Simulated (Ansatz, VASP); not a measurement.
One calculation of NaCl, two programs

```
CELL_PARAMETERS angstrom
0.00000 3.05829 2.83175
3.05829 0.00000 2.83175
3.05829 3.05829 0.00000
ATOMIC_POSITIONS crystal
Na 0.00000 0.00000 0.00000
Cl 0.50000 0.50000 0.50000
```

Change from the starting cell: strain +0.080 along x and y, +0.000 along z, atoms carried along.

Alike in both runs: task single point; functional PBE; k mesh 8 × 8 × 8; occupations gaussian, width 0.05 eV; no spin polarisation.

|  | VASP | Ansatz |
| --- | --- | --- |
| version | VASP 6.6.1 | Ansatz 0.2.0 |
| potentials or method | VASP PAW PBE potentials, release 64 (Na_pv, Cl), cutoff 520 eV | scalar-relativistic, plane waves, PAW |
| valence electrons in the cell | 14 | 16 |

|  | VASP | Ansatz | Ansatz less VASP |
| --- | --- | --- | --- |
| gap on the k mesh at the Fermi level (eV) | 4.52 | 4.52 | 0.000 |
| least direct gap on the mesh (eV) | 4.52 | 4.52 | 0.000 |
| pressure (GPa) | -2.2 | -2.1 | +0.03 |
| traceless stress, the component that is largest in VASP (GPa) | 0.85 | 0.85 | -0.007 |

With one functional, cell and mesh, what is left measures potentials, basis and numerics. VASP's potentials hold 14 valence electrons a cell and Ansatz's 16, so a difference there can come from the potentials and not from the codes.
